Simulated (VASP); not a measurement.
# CoSi2 (Fm-3m) in VASP: a series of runs

The runs below take CoSi2 through single point, with PBE.

Everything below comes from runs of VASP 6.6.1. Logs are shortened: lines on timing, memory, paths and dates and some standing lists are left out, and cuts for length are marked.

## (1) The cell of the first run

Symmetry: Fm-3m, No. 225, cubic system. Conventional cell: a = 5.360 Å, b = 5.360 Å, c = 5.360 Å, α = 90.00°, β = 90.00°, γ = 90.00°. Co (site symmetry m-3m) has 8 Si at 2.32 Å within 3.1 Å. Within 3.1 Å of Si (site symmetry -43m) lie 4 Co at 2.32 Å and 6 Si at 2.68 Å.

## (2) Single point, PBE, collinear spin, ferromagnetic start

Input file INCAR:

```
SYSTEM = CoSi2
PREC = Accurate ; ENCUT = 520
EDIFF = 1E-6 ; ISMEAR = 0
SIGMA = 0.15 ; LREAL = .False.
LASPH = .True. ; NELM = 150
ALGO = Normal ; ISIF = 2
LWAVE = .False. ; LCHARG = .True.
ISPIN = 2 ; MAGMOM = 1.1 0 0
LORBIT = 11 ; NUPDOWN = 1.1
LMAXMIX = 4 ; GGA = PE
LELF = .True. ; LVHAR = .True.
NBANDS = 20
```

Input file KPOINTS:

```
regular mesh
0
Gamma
  14 14 14
  0 0 0
```

Input file POSCAR:

```
CoSi2
1.0
    0.0000000000      2.6801763726      2.6801763726
    2.6801763726      0.0000000000      2.6801763726
    2.6801763726      2.6801763726      0.0000000000
Co Si
1 2
Direct
    0.0000000000      0.0000000000      0.0000000000
    0.2500000000      0.2500000000      0.2500000000
    0.7500000000      0.7500000000      0.7500000000
```

Potentials or basis: VASP PAW PBE potentials, release 64 (Co, Si).

Started as:

```bash
$ cat potpaw_PBE.64/Co/POTCAR potpaw_PBE.64/Si/POTCAR > POTCAR
$ mpirun -np 1 vasp_std > vasp.out
```

OUTCAR:

```text
SYSTEM = CoSi2
   PREC = Accurate
   ENCUT = 520
   EDIFF = 1E-6
   ISMEAR = 0
   LREAL = .False.
   LASPH = .True.
   NELM = 150
   ISIF = 2
   ISPIN = 2
   LORBIT = 11
   NUPDOWN = 1.1
   GGA = PE

 ion  position               nearest neighbor table
   1  0.000  0.000  0.000-   3 2.32   3 2.32   3 2.32   2 2.32   3 2.32   2 2.32   2 2.32   2 2.32

   2  0.250  0.250  0.250-   1 2.32   1 2.32   1 2.32   1 2.32   3 2.68   3 2.68   3 2.68   3 2.68
                             3 2.68   3 2.68
   3  0.750  0.750  0.750-   1 2.32   1 2.32   1 2.32   1 2.32   2 2.68   2 2.68   2 2.68   2 2.68
                             2 2.68   2 2.68

  LATTYP: Found a face centered cubic cell.
 ALAT       =     5.3603527452

  Lattice vectors:

 A1 = (   0.0000000000,   2.6801763726,   2.6801763726)
 A2 = (   2.6801763726,   0.0000000000,   2.6801763726)
 A3 = (   2.6801763726,   2.6801763726,   0.0000000000)

Analysis of symmetry for initial positions (statically):
=====================================================================
 Subroutine PRICEL returns:
 Original cell was already a primitive cell.

 Routine SETGRP: Setting up the symmetry group for a
 face centered cubic supercell.

 Subroutine GETGRP returns: Found 48 space group operations
 (whereof 48 operations were pure point group operations)
 out of a pool of 48 trial point group operations.

The static configuration has the point symmetry O_h .

Analysis of symmetry for dynamics (positions and initial velocities):
=====================================================================
 Subroutine PRICEL returns:
 Original cell was already a primitive cell.

 Routine SETGRP: Setting up the symmetry group for a
 face centered cubic supercell.

 Subroutine GETGRP returns: Found 48 space group operations
 (whereof 48 operations were pure point group operations)
 out of a pool of 48 trial point group operations.

The dynamic configuration has the point symmetry O_h .

Analysis of structural, dynamic, and magnetic symmetry:
=====================================================================
 Subroutine PRICEL returns:
 Original cell was already a primitive cell.

 Routine SETGRP: Setting up the symmetry group for a
 face centered cubic supercell.

 Subroutine GETGRP returns: Found 48 space group operations
 (whereof 48 operations were pure point group operations)
 out of a pool of 48 trial point group operations.

The overall configuration has the point symmetry O_h .

 Subroutine INISYM returns: Found 48 space group operations
 (whereof 48 operations are pure point group operations),
 and found     1 'primitive' translations

----------------------------------------------------------------------------------------

                                     Primitive cell

  volume of cell :      38.5053

  direct lattice vectors                    reciprocal lattice vectors
     0.000000000  2.680176373  2.680176373    -0.186554887  0.186554887  0.186554887
     2.680176373  0.000000000  2.680176373     0.186554887 -0.186554887  0.186554887
     2.680176373  2.680176373  0.000000000     0.186554887  0.186554887 -0.186554887

  length of vectors
     3.790341776  3.790341776  3.790341776     0.323122542  0.323122542  0.323122542

  position of ions in fractional coordinates (direct lattice)
     0.000000000  0.000000000  0.000000000
     0.250000000  0.250000000  0.250000000
     0.750000000  0.750000000  0.750000000

  ion indices of the primitive-cell ions
   primitive index   ion index
                 1           1
                 2           2
                 3           3

----------------------------------------------------------------------------------------

 KPOINTS: regular mesh

Automatic generation of k-mesh.
 Grid dimensions read from file:
 generate k-points for:   14   14   14

 Generating k-lattice:

  Cartesian coordinates                     Fractional coordinates (reciprocal lattice)
    -0.013325349  0.013325349  0.013325349     0.071428571  0.000000000  0.000000000
     0.013325349 -0.013325349  0.013325349     0.000000000  0.071428571  0.000000000
     0.013325349  0.013325349 -0.013325349     0.000000000  0.000000000  0.071428571

  Length of vectors
     0.023080182  0.023080182  0.023080182

  Shift w.r.t. Gamma in fractional coordinates (k-lattice)
     0.000000000  0.000000000  0.000000000

 Subroutine IBZKPT returns following result:
 ===========================================

 Found    104 irreducible k-points:

 Following reciprocal coordinates:
            Coordinates               Weight
  0.000000  0.000000  0.000000      1.000000
  0.071429  0.000000  0.000000      8.000000
  0.142857  0.000000  0.000000      8.000000
  0.214286  0.000000  0.000000      8.000000
  0.285714  0.000000  0.000000      8.000000
  0.357143  0.000000  0.000000      8.000000
[... 16 lines left out ...]
  0.214286  0.142857  0.000000     24.000000
  0.285714  0.142857  0.000000     24.000000
 [... further k-points ...]
   k-points           NKPTS =    104   k-points in BZ     NKDIM =    104   number of bands    NBANDS=     20
   number of dos      NEDOS =    301   number of ions     NIONS =      3
   total plane-waves  NPLWV =  21952
   dimension x,y,z NGX =    28 NGY =   28 NGZ =   28
   dimension x,y,z NGXF=    56 NGYF=   56 NGZF=   56
   ions per type =               1   2
   NGX,Y,Z   is equivalent  to a cutoff of  12.28, 12.28, 12.28 a.u.
   NGXF,Y,Z  is equivalent  to a cutoff of  24.56, 24.56, 24.56 a.u.
 SYSTEM =  CoSi2
   PREC   = accura    normal or accurate (medium, high low for compatibility)
   ISTART =      0    job   : 0-new  1-cont  2-samecut
   ICHARG =      2    charge: 1-file 2-atom 10-const
   ISPIN  =      2    spin polarized calculation?
   LNONCOLLINEAR =      F non collinear calculations
   LSORBIT =      F    spin-orbit coupling
   LASPH  =      T    aspherical Exc in radial PAW
   ENCUT  =  520.0 eV  38.22 Ry    6.18 a.u.   7.05  7.05  7.05*2*pi/ulx,y,z
   NELM   =    150;   NELMIN=  2; NELMDL= -5     # of ELM steps
   EDIFF  = 0.1E-05   stopping-criterion for ELM
   LREAL  =      F    real-space projection
   EDIFFG = 0.1E-04   stopping-criterion for IOM
   NSW    =      0    number of steps for IOM
   IBRION =     -1    ionic relax: 0-MD 1-quasi-New 2-CG
   NFREE  =      0    steps in history (QN), initial steepest desc. (CG)
   ISIF   =      2    stress and relaxation
   ISYM   =      2    0-nonsym 1-usesym 2-fastsym
   POTIM  = 0.5000    time-step for ionic-motion
   TEBEG  =    0.0;   TEEND  =   0.0 temperature during run
   PSTRESS=    0.0 pullay stress
   NELECT =      17.0000    total number of electrons
   NUPDOWN=       1.1000    fix difference up-down
   EMIN   =  10.00;   EMAX   =-10.00  energy-range for DOS
   EFERMI =   0.00;   METHOD = LEGACY
   ISMEAR =     0;   SIGMA  =   0.15  broadening in eV -4-tet -1-fermi 0-gaus
   EFERMI_NEDOS =   21; number of points for ismear=-14 and -15
   IALGO  =     38    algorithm
   IMIX   =      4    mixing-type and parameters
     AMIX     =   0.40;   BMIX     =  1.00
     AMIX_MAG =   1.60;   BMIX_MAG =  1.00
  volume/ion in A,a.u.               =      12.84        86.62
  Fermi-wavevector in a.u.,A,eV,Ry     =   1.246573  2.355682 21.142700  1.553945
  Thomas-Fermi vector in A             =   2.380744
   LORBIT       =     11    0 simple, 1 ext, 2 COOP (PROOUT), +10 PAW based schemes
   GGA     = PE    functional components
   LHFCALC =     F    Hartree Fock is set to
   AEXX    =    0.0000 exact exchange contribution
   IVDW    =     0    specifies the selected vdW correction
   LEPSILON=     F    determine dielectric tensor
   LRPA    =     F    only Hartree local field effects (RPA)
 spin polarized calculation
 Gauss-broadening in eV      SIGMA  =   0.15
  energy-cutoff  :      520.00
  volume of cell :       38.51
 maximum number of plane-waves:      1056
   NGX = 15   NGY = 15   NGZ = 15

 number of electron      16.9999995 magnetization       1.0999999

 Free energy of the ion-electron system (eV)
  ---------------------------------------------------
  ext. energy  EPLUGINS =         0.00000000
  ---------------------------------------------------
  free energy    TOTEN  =       -18.75349026 eV

  energy without entropy =      -18.73146288  energy(sigma->0) =      -18.74247657

 E-fermi :   9.6093     XC(G=0): -11.7333

 val. band max:       11.5610199233   @ k =   0.4286   0.2857   0.0000
 cond. band min:       9.6252682470   @ k =  -0.4286   0.3571   0.1429
 fundamental gap:     -1.9357516762
 Fermi energy:        11.5629437612

 spin component 1

 k-point     1 :       0.0000    0.0000    0.0000
  band No.  band energies     occupation
      1      -3.1521      1.00000
      2       5.7544      1.00000
      3       5.7544      1.00000
      4       5.7544      1.00000
      5       7.7922      1.00000
      6       7.7922      1.00000
[... 12 lines left out ...]
     19      20.5385      0.00000
[... 513 lines left out ...]
      4       5.9738      1.00000
      5       7.0600      1.00000
      6       7.9624      1.00000
[... 12 lines left out ...]
     19      24.6366      0.00000
     20      26.6042      0.00000

 [... further k-points ...]

 spin component 2

 k-point     1 :       0.0000    0.0000    0.0000
  band No.  band energies     occupation
      1      -2.9150      1.00000
      2       6.1629      1.00000
      3       6.1629      1.00000
      4       6.1629      1.00000
      5       8.3714      1.00000
      6       8.3714      1.00000
[... 12 lines left out ...]
     19      20.6446      0.00000
[... 513 lines left out ...]
      4       6.3704      1.00000
      5       7.5152      1.00000
      6       8.5495      1.00000
[... 12 lines left out ...]
     19      24.7993      0.00000
     20      26.8753      0.00000

 [... further k-points ...]

------------------------ aborting loop because EDIFF is reached ----------------------------------------

  FORCE on cell =-STRESS in cart. coord.  units (eV):
  Direction    XX          YY          ZZ          XY          YZ          ZX
  --------------------------------------------------------------------------------------
  -------------------------------------------------------------------------------------
  Total        1.1719675      1.1719675      1.1719675      0.0000000      0.0000000     -0.0000000
  in kB       48.7647515     48.7647515     48.7647515      0.0000000      0.0000000     -0.0000000
  external PRESSURE =      48.7647515 kB  Pullay stress =       0.0000000 kB

 VOLUME and BASIS-vectors are now :
 -----------------------------------------------------------------------------
  energy-cutoff  :      520.00
  volume of cell :       38.51
      direct lattice vectors                 reciprocal lattice vectors
     0.000000000  2.680176373  2.680176373    -0.186554887  0.186554887  0.186554887
     2.680176373  0.000000000  2.680176373     0.186554887 -0.186554887  0.186554887
     2.680176373  2.680176373  0.000000000     0.186554887  0.186554887 -0.186554887

 POSITION                                       TOTAL-FORCE (eV/Angst)
 -----------------------------------------------------------------------------------
      0.00000      0.00000      0.00000         0.000000     -0.000000     -0.000000
      1.34009      1.34009      1.34009        -0.000000      0.000000     -0.000000
      4.02026      4.02026      4.02026         0.000000     -0.000000      0.000000
 -----------------------------------------------------------------------------------
    total drift:                               -0.000000     -0.000000      0.000000

  FREE ENERGIE OF THE ION-ELECTRON SYSTEM (eV)
  ---------------------------------------------------
  free  energy   TOTEN  =       -18.7534902579 eV

  energy  without entropy=      -18.7314628824  energy(sigma->0) =      -18.74247657

 total charge

# of ion       s       p       d       tot
------------------------------------------
    1        0.541   0.723   7.565   8.828
    2        0.735   0.866   0.000   1.601
    3        0.735   0.866   0.000   1.601
--------------------------------------------------
tot          2.011   2.455   7.565  12.031

 magnetization (x)

# of ion       s       p       d       tot
------------------------------------------
    1        0.011   0.121   0.558   0.691
    2        0.024   0.061   0.000   0.086
    3        0.024   0.061   0.000   0.086
--------------------------------------------------
tot          0.060   0.244   0.558   0.862
```

It took 5.7 min on 1 thread of AMD EPYC 7R13, shared host; peak memory 0.23 GiB.

Results:

| Property | Result |
| --- | --- |
| Free energy | -18.7535 eV |
| Pressure | 4.9 GPa |
| Net moment | 1.10 μB per cell |
| Site moments | Co +0.69; Si +0.09 μB |
| Valence electrons inside the program's atomic spheres | Co 8.83; Si 1.60 |

Caveat: the total moment is fixed, so each spin has its own Fermi level.

## (3) Single point, PBE, collinear spin, ferromagnetic start

Input file INCAR:

```
PREC = Accurate ; ENCUT = 520
EDIFF = 1E-6 ; ISMEAR = 0
SIGMA = 0.15 ; LREAL = F
LASPH = T ; NELM = 150
ALGO = Normal ; ISIF = 2
LWAVE = F ; LCHARG = F
ISPIN = 2 ; MAGMOM = 1.65 0 0
LORBIT = 11 ; NUPDOWN = 1.65
LMAXMIX = 4 ; GGA = PE
NBANDS = 20
```

Input file KPOINTS:

```
regular mesh
0
Gamma
  14 14 14
```

POSCAR is that of step 2.

Potentials or basis: VASP PAW PBE potentials, release 64 (Co, Si).

Started as:

```bash
$ cat potpaw_PBE.64/Co/POTCAR potpaw_PBE.64/Si/POTCAR > POTCAR
$ mpirun -np 1 vasp_std > vasp.out
```

OUTCAR:

```text
PREC = Accurate
   ENCUT = 520
   EDIFF = 1E-6
   ISMEAR = 0
   LREAL = F
   LASPH = T
   NELM = 150
   ISIF = 2
   ISPIN = 2
   LORBIT = 11
   NUPDOWN = 1.65
   GGA = PE

 ion  position               nearest neighbor table
   1  0.000  0.000  0.000-   3 2.32   3 2.32   3 2.32   2 2.32   3 2.32   2 2.32   2 2.32   2 2.32

   2  0.250  0.250  0.250-   1 2.32   1 2.32   1 2.32   1 2.32   3 2.68   3 2.68   3 2.68   3 2.68
                             3 2.68   3 2.68
   3  0.750  0.750  0.750-   1 2.32   1 2.32   1 2.32   1 2.32   2 2.68   2 2.68   2 2.68   2 2.68
                             2 2.68   2 2.68

  LATTYP: Found a face centered cubic cell.
 ALAT       =     5.3603527452

  Lattice vectors:

 A1 = (   0.0000000000,   2.6801763726,   2.6801763726)
 A2 = (   2.6801763726,   0.0000000000,   2.6801763726)
 A3 = (   2.6801763726,   2.6801763726,   0.0000000000)

Analysis of symmetry for initial positions (statically):
=====================================================================
 Subroutine PRICEL returns:
[... 1306 lines left out ...]
------------------------ aborting loop because EDIFF is reached ----------------------------------------

  FORCE on cell =-STRESS in cart. coord.  units (eV):
  Direction    XX          YY          ZZ          XY          YZ          ZX
  --------------------------------------------------------------------------------------
  -------------------------------------------------------------------------------------
  Total        2.5651547      2.5651547      2.5651547      0.0000000      0.0000000      0.0000000
  in kB      106.7343029    106.7343029    106.7343029      0.0000000      0.0000000      0.0000000
  external PRESSURE =     106.7343029 kB  Pullay stress =       0.0000000 kB

 VOLUME and BASIS-vectors are now :
 -----------------------------------------------------------------------------
  energy-cutoff  :      520.00
  volume of cell :       38.51
      direct lattice vectors                 reciprocal lattice vectors
     0.000000000  2.680176373  2.680176373    -0.186554887  0.186554887  0.186554887
     2.680176373  0.000000000  2.680176373     0.186554887 -0.186554887  0.186554887
     2.680176373  2.680176373  0.000000000     0.186554887  0.186554887 -0.186554887

 POSITION                                       TOTAL-FORCE (eV/Angst)
 -----------------------------------------------------------------------------------
      0.00000      0.00000      0.00000         0.000000     -0.000000      0.000000
      1.34009      1.34009      1.34009         0.000000     -0.000000     -0.000000
      4.02026      4.02026      4.02026        -0.000000      0.000000      0.000000
 -----------------------------------------------------------------------------------
    total drift:                               -0.000000     -0.000000      0.000000

  FREE ENERGIE OF THE ION-ELECTRON SYSTEM (eV)
  ---------------------------------------------------
  free  energy   TOTEN  =       -18.1543726558 eV

  energy  without entropy=      -18.1309732673  energy(sigma->0) =      -18.14267296

 total charge

# of ion       s       p       d       tot
------------------------------------------
    1        0.542   0.709   7.551   8.803
    2        0.757   0.859   0.000   1.616
    3        0.757   0.859   0.000   1.616
--------------------------------------------------
tot          2.055   2.428   7.551  12.035

 magnetization (x)

# of ion       s       p       d       tot
------------------------------------------
    1        0.014   0.148   0.893   1.055
    2        0.049   0.081   0.000   0.129
    3        0.049   0.081   0.000   0.129
--------------------------------------------------
tot          0.112   0.309   0.893   1.313
```

stdout:

```text
POSCAR found type information on POSCAR CoSi
 POSCAR found :  2 types and       3 ions
 scaLAPACK will be used
 LDA part: xc-table for (Slater+PW92), standard interpolation
 POSCAR, INCAR and KPOINTS ok, starting setup
 FFT: planning ... GRIDC
 FFT: planning ... GRID_SOFT
 FFT: planning ... GRID
 WAVECAR not read
 entering main loop
```

Run time: 5.3 min. Hardware: 1 thread of AMD EPYC 7R13, shared host; peak memory 0.23 GiB.

Results:

| Item | Value |
| --- | --- |
| Free energy | -18.1544 eV |
| Pressure | 10.7 GPa |
| Net moment | 1.65 μB per cell |
| Site moments | Co +1.05; Si +0.13 μB |
| Valence electrons inside the program's atomic spheres | Co 8.80; Si 1.62 |

Caveat: the total moment is fixed, so each spin has its own Fermi level.
